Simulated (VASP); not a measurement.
# As2Se (I4_1/amd) in VASP: single point with PBE

Aim: the single point of As2Se with PBE.

Program: VASP 6.6.1. These are calculated values, not measurements. Logs are shortened: lines on timing, memory, paths and dates and some standing lists are left out, and cuts for length are marked.

### 1 The cell of the first run

The structure is tetragonal, space group I4_1/amd (No. 141). The conventional cell has a = 7.080 Å, b = 7.080 Å, c = 5.279 Å, α = 90.00°, β = 90.00°, γ = 90.00°. As (site symmetry 2/m) has 2 Se at 2.66 Å and 6 As at 2.83 to 3.54 Å within 3.6 Å. Se (site symmetry -4m2) has 4 As at 2.66 Å within 3.5 Å.

### 2 Single point, PBE

File POSCAR:

```
As2Se
1.0
   -3.5399917821      3.5399917821      2.6394969446
    3.5399917821     -3.5399917821      2.6394969446
    3.5399917821      3.5399917821     -2.6394969446
As Se
4 2
Direct
    0.8750000000      0.1250000000      0.7500000000
    0.3750000000      0.1250000000      0.2500000000
    0.8750000000      0.6250000000      0.7500000000
    0.8750000000      0.1250000000      0.2500000000
    0.5000000000      0.5000000000      0.0000000000
    0.2500000000      0.7500000000      0.5000000000
```

File INCAR.step1:

```
SYSTEM = As2Se
PREC     = Accurate       ! precision mode
ENCUT    = 520            ! plane-wave cutoff, eV
EDIFF    = 1E-7           ! SCF threshold, eV
ISMEAR   = 0              ! smearing method
SIGMA    = 0.1            ! smearing width, eV
LREAL    = .False.        ! projectors in reciprocal space
LASPH    = .True.         ! aspherical terms in the spheres
NELM     = 80             ! most SCF steps
ALGO     = Normal         ! electronic algorithm
ISIF     = 2              ! what is computed and relaxed
LWAVE    = .False.        ! write WAVECAR
LCHARG   = .True.         ! write CHGCAR
GGA      = PE             ! functional
NBANDS   = 25             ! bands
```

File KPOINTS.step1:

```
Automatic mesh
0
Gamma
  8 8 8
  0 0 0
```

File INCAR.step2:

```
SYSTEM = As2Se
PREC     = Accurate       ! precision mode
ENCUT    = 520            ! plane-wave cutoff, eV
EDIFF    = 1E-7           ! SCF threshold, eV
ISMEAR   = -5             ! smearing method
SIGMA    = 0.1            ! smearing width, eV
LREAL    = .False.        ! projectors in reciprocal space
LASPH    = .True.         ! aspherical terms in the spheres
NELM     = 80             ! most SCF steps
ALGO     = Normal         ! electronic algorithm
ISIF     = 2              ! what is computed and relaxed
LWAVE    = .False.        ! write WAVECAR
LCHARG   = .False.        ! write CHGCAR
GGA      = PE             ! functional
LORBIT   = 11             ! projections on sites
NEDOS    = 1001           ! points of the DOS
ICHARG   = 11             ! starting density
```

File KPOINTS.step2:

```
Automatic mesh
0
Gamma
  12 12 12
  0 0 0
```

Potentials or basis: VASP PAW PBE potentials, release 64 (As, Se).

Command:

```console
$ cat potpaw_PBE.64/As/POTCAR potpaw_PBE.64/Se/POTCAR > POTCAR
$ cp INCAR.step1 INCAR
$ cp KPOINTS.step1 KPOINTS
$ mpirun -np 1 vasp_std > vasp.out
$ cp INCAR.step2 INCAR
$ cp KPOINTS.step2 KPOINTS
$ mpirun -np 1 vasp_std > vasp.out
```

OUTCAR:

```text
SYSTEM = As2Se
   PREC = Accurate
   ENCUT = 520
   EDIFF = 1E-7
   ISMEAR = -5
   LREAL = .False.
   LASPH = .True.
   NELM = 80
   ISIF = 2
   GGA = PE
   LORBIT = 11
   ICHARG = 11

 ion  position               nearest neighbor table
   1  0.875  0.125  0.750-   5 2.66   6 2.66   4 2.83   4 2.83   3 2.83   3 2.83
   2  0.375  0.125  0.250-   5 2.66   6 2.66   3 2.83   4 2.83   4 2.83   3 2.83
   3  0.875  0.625  0.750-   5 2.66   6 2.66   1 2.83   2 2.83   1 2.83   2 2.83
   4  0.875  0.125  0.250-   6 2.66   5 2.66   2 2.83   1 2.83   1 2.83   2 2.83
   5  0.500  0.500  0.000-   4 2.66   2 2.66   3 2.66   1 2.66
   6  0.250  0.750  0.500-   1 2.66   2 2.66   3 2.66   4 2.66

  LATTYP: Found a body centered tetragonal cell.
 ALAT       =     7.0799835642
 C/A-ratio  =     0.7456223367

  Lattice vectors:

 A1 = (  -3.5399917821,   3.5399917821,   2.6394969446)
 A2 = (   3.5399917821,  -3.5399917821,   2.6394969446)
 A3 = (   3.5399917821,   3.5399917821,  -2.6394969446)

Analysis of symmetry for initial positions (statically):
=====================================================================
 Subroutine PRICEL returns:
 Original cell was already a primitive cell.

 Routine SETGRP: Setting up the symmetry group for a
 body centered tetragonal supercell.

 Subroutine GETGRP returns: Found 16 space group operations
 (whereof  8 operations were pure point group operations)
 out of a pool of 16 trial point group operations.

The static configuration has the point symmetry D_2d.
 The point group associated with its full space group is D_4h.

Analysis of symmetry for dynamics (positions and initial velocities):
=====================================================================
 Subroutine PRICEL returns:
 Original cell was already a primitive cell.

 Routine SETGRP: Setting up the symmetry group for a
 body centered tetragonal supercell.

 Subroutine GETGRP returns: Found 16 space group operations
 (whereof  8 operations were pure point group operations)
 out of a pool of 16 trial point group operations.

The dynamic configuration has the point symmetry D_2d.
 The point group associated with its full space group is D_4h.

 Subroutine INISYM returns: Found 16 space group operations
 (whereof  8 operations are pure point group operations),
 and found     1 'primitive' translations

----------------------------------------------------------------------------------------

                                     Primitive cell

  volume of cell :     132.3079

  direct lattice vectors                    reciprocal lattice vectors
    -3.539991782  3.539991782  2.639496945     0.000000000  0.141243266  0.189430036
     3.539991782 -3.539991782  2.639496945     0.141243266  0.000000000  0.189430036
     3.539991782  3.539991782 -2.639496945     0.141243266  0.141243266  0.000000000

  length of vectors
     5.659507731  5.659507731  5.659507731     0.236290919  0.236290919  0.199748142

  position of ions in fractional coordinates (direct lattice)
     0.875000000  0.125000000  0.750000000
     0.375000000  0.125000000  0.250000000
     0.875000000  0.625000000  0.750000000
     0.875000000  0.125000000  0.250000000
     0.500000000  0.500000000  0.000000000
     0.250000000  0.750000000  0.500000000

  ion indices of the primitive-cell ions
   primitive index   ion index
                 1           1
                 2           2
                 3           3
                 4           4
                 5           5
                 6           6

----------------------------------------------------------------------------------------

 KPOINTS: Automatic mesh

Automatic generation of k-mesh.
 Grid dimensions read from file:
 generate k-points for:   12   12   12

 Generating k-lattice:

  Cartesian coordinates                     Fractional coordinates (reciprocal lattice)
     0.000000000  0.011770272  0.015785836     0.083333333 -0.000000000  0.000000000
     0.011770272  0.000000000  0.015785836    -0.000000000  0.083333333  0.000000000
     0.011770272  0.011770272  0.000000000     0.000000000  0.000000000  0.083333333

  Length of vectors
     0.019690910  0.019690910  0.016645679

  Shift w.r.t. Gamma in fractional coordinates (k-lattice)
     0.000000000  0.000000000  0.000000000

 TETIRR: Found   4117 inequivalent tetrahedra from    10368

 Subroutine IBZKPT returns following result:
 ===========================================

 Found    163 irreducible k-points:

 Following reciprocal coordinates:
            Coordinates               Weight
  0.000000  0.000000  0.000000      1.000000
  0.083333 -0.000000  0.000000      8.000000
  0.166667 -0.000000  0.000000      8.000000
  0.250000  0.000000  0.000000      8.000000
  0.333333  0.000000 -0.000000      8.000000
  0.416667 -0.000000  0.000000      8.000000
[... 16 lines left out ...]
  0.500000  0.166667  0.000000     16.000000
 -0.416667  0.166667 -0.000000     16.000000
 [... further k-points ...]
   k-points           NKPTS =    163   k-points in BZ     NKDIM =    163   number of bands    NBANDS=     20
   number of dos      NEDOS =   1001   number of ions     NIONS =      6
   total plane-waves  NPLWV =  74088
   dimension x,y,z NGX =    42 NGY =   42 NGZ =   42
   dimension x,y,z NGXF=    84 NGYF=   84 NGZF=   84
   ions per type =               4   2
   NGX,Y,Z   is equivalent  to a cutoff of  12.34, 12.34, 12.34 a.u.
   NGXF,Y,Z  is equivalent  to a cutoff of  24.67, 24.67, 24.67 a.u.
 SYSTEM =  As2Se
   PREC   = accura    normal or accurate (medium, high low for compatibility)
   ISTART =      0    job   : 0-new  1-cont  2-samecut
   ICHARG =     11    charge: 1-file 2-atom 10-const
   ISPIN  =      1    spin polarized calculation?
   LNONCOLLINEAR =      F non collinear calculations
   LSORBIT =      F    spin-orbit coupling
   LASPH  =      T    aspherical Exc in radial PAW
   ENCUT  =  520.0 eV  38.22 Ry    6.18 a.u.  10.52 10.52 10.52*2*pi/ulx,y,z
   NELM   =     80;   NELMIN=  2; NELMDL=  0     # of ELM steps
   EDIFF  = 0.1E-06   stopping-criterion for ELM
   LREAL  =      F    real-space projection
   EDIFFG = 0.1E-05   stopping-criterion for IOM
   NSW    =      0    number of steps for IOM
   IBRION =     -1    ionic relax: 0-MD 1-quasi-New 2-CG
   NFREE  =      0    steps in history (QN), initial steepest desc. (CG)
   ISIF   =      2    stress and relaxation
   ISYM   =      2    0-nonsym 1-usesym 2-fastsym
   POTIM  = 0.5000    time-step for ionic-motion
   TEBEG  =    0.0;   TEEND  =   0.0 temperature during run
   PSTRESS=    0.0 pullay stress
   NELECT =      32.0000    total number of electrons
   NUPDOWN=      -1.0000    fix difference up-down
   EMIN   =  10.00;   EMAX   =-10.00  energy-range for DOS
   EFERMI =   0.00;   METHOD = LEGACY
   ISMEAR =    -5;   SIGMA  =   0.10  broadening in eV -4-tet -1-fermi 0-gaus
   EFERMI_NEDOS =   21; number of points for ismear=-14 and -15
   IALGO  =     38    algorithm
   IMIX   =      4    mixing-type and parameters
     AMIX     =   0.40;   BMIX     =  1.00
     AMIX_MAG =   1.60;   BMIX_MAG =  1.00
  volume/ion in A,a.u.               =      22.05       148.81
  Fermi-wavevector in a.u.,A,eV,Ry     =   1.019991  1.927503 14.155247  1.040381
  Thomas-Fermi vector in A             =   2.153535
   LORBIT       =     11    0 simple, 1 ext, 2 COOP (PROOUT), +10 PAW based schemes
   GGA     = PE    functional components
   LHFCALC =     F    Hartree Fock is set to
   AEXX    =    0.0000 exact exchange contribution
   IVDW    =     0    specifies the selected vdW correction
   LEPSILON=     F    determine dielectric tensor
   LRPA    =     F    only Hartree local field effects (RPA)
 non-spin polarized calculation
 Fermi weights with tetrahedron method with Bloechl corrections
  energy-cutoff  :      520.00
  volume of cell :      132.31
 maximum number of plane-waves:      3629

 number of electron      32.0000001 magnetization

 Free energy of the ion-electron system (eV)
  ---------------------------------------------------
  ext. energy  EPLUGINS =         0.00000000
  ---------------------------------------------------
  free energy    TOTEN  =       -25.24053496 eV

  energy without entropy =      -25.24053496  energy(sigma->0) =      -25.24053496

 E-fermi :   4.7927     XC(G=0):  -9.9322

 val. band max:        4.8940252894   @ k =   0.2500   0.2500   0.0000
 cond. band min:       4.7147674774   @ k =   0.5000   0.5000   0.0000
 fundamental gap:     -0.1792578120
 Fermi energy:         4.7927140667

 k-point     1 :       0.0000    0.0000    0.0000
  band No.  band energies     occupation
      1     -10.3084      2.00000
      2      -8.1816      2.00000
      3      -5.6337      2.00000
      4      -5.6337      2.00000
      5      -5.6220      2.00000
      6      -3.9572      2.00000
[... 12 lines left out ...]
     19       7.7624      0.00000
     20       8.2392      0.00000

 k-point     2 :       0.0833   -0.0000    0.0000
  band No.  band energies     occupation
      1     -10.2617      2.00000
      2      -8.2104      2.00000
      3      -5.7652      2.00000
      4      -5.6486      2.00000
      5      -5.6143      2.00000
      6      -4.0166      2.00000
[... 12 lines left out ...]
     19       7.6374      0.00000
     20       8.3597      0.00000

 k-point     3 :       0.1667   -0.0000    0.0000
  band No.  band energies     occupation
      1     -10.1227      2.00000
      2      -8.2837      2.00000
      3      -6.1395      2.00000
      4      -5.6881      2.00000
      5      -5.6201      2.00000
      6      -4.0664      2.00000
[... 12 lines left out ...]
     19       7.2912      0.00000
     20       8.3719      0.00000

 k-point     4 :       0.2500    0.0000    0.0000
  band No.  band energies     occupation
      1      -9.8961      2.00000
      2      -8.3766      2.00000
      3      -6.6455      2.00000
      4      -5.7397      2.00000
      5      -5.7284      2.00000
      6      -3.9330      2.00000
[... 429 lines left out ...]
 k-point    23 :       0.5000    0.1667    0.0000
  band No.  band energies     occupation
      1      -9.3090      2.00000
      2      -8.6294      2.00000
      3      -7.4592      2.00000
      4      -6.4203      2.00000
      5      -5.2941      2.00000
      6      -3.5799      2.00000
[... 12 lines left out ...]
     19       6.8390      0.00000
     20       7.3238      0.00000

 k-point    24 :      -0.4167    0.1667   -0.0000
  band No.  band energies     occupation
      1      -9.6310      2.00000
      2      -8.5839      2.00000
      3      -6.9292      2.00000
      4      -6.2508      2.00000
      5      -5.2854      2.00000
      6      -3.8499      2.00000
[... 12 lines left out ...]
     19       7.3065      0.00000
     20       7.4944      0.00000

 [... further k-points ...]

------------------------ aborting loop because EDIFF is reached ----------------------------------------

  FORCE on cell =-STRESS in cart. coord.  units (eV):
  Direction    XX          YY          ZZ          XY          YZ          ZX
  --------------------------------------------------------------------------------------
  -------------------------------------------------------------------------------------
  Total        0.1195220      0.1195220      0.5749512      0.0000000      0.0000000      0.0000000
  in kB        1.4473471      1.4473471      6.9623514      0.0000000      0.0000000      0.0000000
  external PRESSURE =       3.2856819 kB  Pullay stress =       0.0000000 kB

 VOLUME and BASIS-vectors are now :
 -----------------------------------------------------------------------------
  energy-cutoff  :      520.00
  volume of cell :      132.31
      direct lattice vectors                 reciprocal lattice vectors
    -3.539991782  3.539991782  2.639496945     0.000000000  0.141243266  0.189430036
     3.539991782 -3.539991782  2.639496945     0.141243266  0.000000000  0.189430036
     3.539991782  3.539991782 -2.639496945     0.141243266  0.141243266  0.000000000

 POSITION                                       TOTAL-FORCE (eV/Angst)
 -----------------------------------------------------------------------------------
      0.00000      5.30999      0.65987        -0.000000     -0.000000      0.000000
     -0.00000      1.77000      0.65987        -0.000000     -0.000000      0.000000
      1.77000      3.53999      1.97962        -0.000000     -0.000000      0.000000
     -1.77000      3.53999      1.97962        -0.000000     -0.000000      0.000000
      0.00000      0.00000      2.63950         0.000000     -0.000000     -0.000000
      3.53999     -0.00000      1.31975        -0.000000      0.000000      0.000000
 -----------------------------------------------------------------------------------
    total drift:                               -0.000000      0.000000     -0.000000

  FREE ENERGIE OF THE ION-ELECTRON SYSTEM (eV)
  ---------------------------------------------------
  free  energy   TOTEN  =       -25.2405349578 eV

  energy  without entropy=      -25.2405349578  energy(sigma->0) =      -25.24053496

 total charge

# of ion       s       p       d       tot
------------------------------------------
    1        1.333   1.221   0.052   2.606
    2        1.333   1.221   0.052   2.606
    3        1.333   1.221   0.052   2.606
    4        1.333   1.221   0.052   2.606
    5        1.490   2.259   0.040   3.789
    6        1.490   2.259   0.040   3.789
--------------------------------------------------
tot          8.312   9.404   0.288  18.004
```

Run time: 14 min. Hardware: 1 thread of Intel Xeon Platinum 8488C (Sapphire Rapids), shared host; peak memory 0.52 GiB.

What came out:

```
Valence electrons inside the program's atomic spheres : As 2.61; Se 3.79
```

Levels at points of the mesh, in eV from the Fermi level:
```tsv
k point	band 12	band 13	band 14	band 15	band 16	band 17	band 18	band 19	band 20
(0.00, 0.00, 0.00)	-2.93	-2.93	-2.67	-2.67	-1.10	2.32	2.97	2.97	3.45
(0.50, 0.00, 0.00)	-2.44	-1.79	-1.48	-0.51	-0.03	0.17	0.49	1.44	2.61
(0.50, 0.50, 0.00)	-2.28	-1.37	-1.37	-1.18	-1.18	-0.08	-0.08	1.83	1.83
(0.50, 0.50, 0.50)	-2.45	-0.70	-0.70	-0.37	-0.37	0.23	0.23	0.39	0.39
```
